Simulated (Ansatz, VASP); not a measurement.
**Ag: VASP beside Ansatz**

File POSCAR:

```
Ag
1.0
    2.9874655697      0.0000000000      0.0000000000
   -1.4937327848      2.5872210763      0.0000000000
    0.0000000000      0.0000000000      4.8839454194
Ag
2
Direct
    0.6666666667      0.3333333333      0.7500000000
    0.3333333333      0.6666666667      0.2500000000
```

The input INCAR.step1:

```
PREC = Accurate
ENCUT = 520
EDIFF = 1E-5
ISMEAR = -1
SIGMA = 0.05
LREAL = False
LASPH = True
NELM = 60
ALGO = Normal
ISIF = 2
LWAVE = True
LCHARG = False
GGA = PE
NBANDS = 18
```

Contents of INCAR.step2:

```
PREC = Accurate
ENCUT = 520
EDIFF = 1E-7
ISMEAR = -1
SIGMA = 0.05
LREAL = False
LASPH = True
NELM = 60
ALGO = Normal
ISIF = 2
LWAVE = False
LCHARG = False
GGA = PE
LHFCALC = True
HFSCREEN = 0.2079
PRECFOCK = Normal
ISTART = 1
NBANDS = 18
```

The input KPOINTS:

```
Automatic mesh
0
Gamma
  6 6 4
```

Contents of input:

```
crystal:
  lattice:
    - [2.9874655697, 0.0, 0.0]
    - [-1.4937327848, 2.5872210763, 0.0]
    - [0.0, 0.0, 4.8839454194]
  atoms:
    - { symbol: Ag, position: [0.6666666667, 0.3333333333, 0.75] }
    - { symbol: Ag, position: [0.3333333333, 0.6666666667, 0.25] }
hamiltonian:
  xc: hse06
  pseudopotentials: { kind: paw }
kpoints:
  mp_grid: { grid: [6, 6, 4] }
scf:
  occupations: { method: fermi_dirac, width: 0.05 }
output:
  forces: true
  stress: true
  eigenvalues: true
```

Alike in both runs: task single point; functional HSE06; k mesh 6 × 6 × 4; occupations fermi-dirac, width 0.05 eV; no spin polarisation.

|  | VASP | Ansatz |
| --- | --- | --- |
| version | VASP 6.6.1 | Ansatz 0.2.0 |
| potentials or method | VASP PAW PBE potentials, release 64 (Ag) | Ansatz PAW |
| plane-wave cutoff (eV) | 520 | 420 |
| valence electrons in the cell | 22 | 38 |

|  | VASP | Ansatz | Ansatz less VASP |
| --- | --- | --- | --- |
| gap on the k mesh at the Fermi level (eV) | none | none | - |
| pressure (GPa) | -3.7 | -3.8 | -0.05 |
| traceless stress, the component that is largest in VASP (GPa) | -2.38 | -2.37 | +0.014 |

A gap of «none» marks a metal or a gap that the smearing closes. The functional is the same, so the differences come from potentials, cutoffs and numerics. VASP's potentials hold 22 valence electrons a cell and Ansatz's 38, so a difference there can come from the potentials and not from the codes.

The k mesh is coarse, so the values compare programs but aren't converged.
